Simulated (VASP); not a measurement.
A run of VASP 6.6.1 is set up as follows.

INCAR

```
ALGO     = Fast           # electronic algorithm
EDIFF    = 1E-6           # SCF threshold, eV
ENCUT    = 520            # plane-wave cutoff, eV
GGA      = PE             # functional
ISIF     = 2              # what is computed and relaxed
ISMEAR   = 0              # smearing method
LASPH    = T              # aspherical terms in the spheres
LCHARG   = F              # write CHGCAR
LREAL    = F              # projectors in reciprocal space
LWAVE    = F              # write WAVECAR
NBANDS   = 28             # bands
NELM     = 80             # most SCF steps
PREC     = Accurate       # precision mode
SIGMA    = 0.15           # smearing width, eV
```

The input KPOINTS:

```
k-points
0
Gamma
  15 15 6
```

File POSCAR:

```
Ti3Al
1.0
    2.8794395691      0.0000000000      0.0000000000
   -1.4397197845      2.4936678155      0.0000000000
    0.0000000000      0.0000000000      9.5568599297
Ti Al
3 1
Direct
    0.6666666667      0.3333333333      0.0000000000
    0.3333333333      0.6666666667      0.7612900095
    0.3333333333      0.6666666667      0.2387099905
    0.6666666667      0.3333333333      0.5000000000
```

Potentials or basis: VASP PAW PBE potentials, release 64 (Ti_sv, Al).

Run with:

```bash
$ cat potpaw_PBE.64/Ti_sv/POTCAR potpaw_PBE.64/Al/POTCAR > POTCAR
$ mpirun -np 1 vasp_std > vasp.out
```

(1) Estimate the largest force.

(2) What does it give for the pressure?

## Answers

(1) 0.781 eV/Å.

(2) 0.5 GPa.
